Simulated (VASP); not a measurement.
Write the native input for VASP 6.6.1 that does the following.

```
Task                   : single point
Functional             : PBE
Potentials or basis    : VASP PAW PBE potentials, release 64 (Si, C, N)
Cutoff                 : 520 eV
k mesh                 : 4 × 10 × 4
Occupations            : fermi-dirac, width 0.02 eV
Spin                   : no spin polarisation
Dipole correction      : no
Further INCAR settings : ALGO = Normal; EDIFF = 1e-06; NBANDS = 45
```

The structure of SiC5N8 lies in POSCAR:

```
SiC5N8
1.0
    6.5548245967      0.0000000000      0.0454784998
    0.0000000000      2.4926927845      0.0000000000
   -3.2382126869      0.0000000000      5.8045747989
Si C N
1 5 8
Direct
    0.6019989768      0.5000000000      0.8297630272
    0.8300842686      0.0000000000      0.2422008410
    0.7717004724      0.0000000000      0.5751092090
    0.2160777045      0.5000000000      0.4021323133
    0.1658257722      0.5000000000      0.7665413768
    0.4028979489      0.0000000000      0.1754223596
    0.3140185913      0.5000000000      0.6566837232
    0.6644247265      0.0000000000      0.3252135982
    0.6984415494      0.5000000000      0.6380182082
    0.7166726794      0.0000000000      1.0036527668
    0.0267889066      0.0000000000      0.7114006596
    0.9702943275      0.5000000000      0.3239276324
    0.2837609526      0.0000000000      0.3205519412
    0.3370131234      0.5000000000      0.0293823434
```

One way to write it, as run:

INCAR

```
SYSTEM = SiC5N8
  ALGO = Normal
  EDIFF = 1E-6
  ENCUT = 520
  GGA = PE
  ISIF = 2
  ISMEAR = -1
  LASPH = .TRUE.
  LCHARG = .FALSE.
  LREAL = .FALSE.
  LWAVE = .FALSE.
  NBANDS = 45
  NELM = 100
  PREC = Accurate
  SIGMA = 0.02
```

KPOINTS

```
k-points
0
G
  4 10 4
  0 0 0
```

Potentials or basis: VASP PAW PBE potentials, release 64 (Si, C, N).

The run is started by

```sh
$ cat potpaw_PBE.64/Si/POTCAR potpaw_PBE.64/C/POTCAR potpaw_PBE.64/N/POTCAR > POTCAR
$ mpirun -np 1 vasp_std > vasp.out
```

It gave:

| Quantity | Value |
| --- | --- |
| Pressure | 6.2 GPa |
| Largest force | 0.355 eV/Å |
| Band gap on the k mesh | 2.81 eV, indirect (least direct gap 3.01 eV) |

Wall time 2.3 min on 1 thread of Intel(R) Xeon(R) 6975P-C (Granite Rapids) (shared host), peak memory 0.33 GiB.
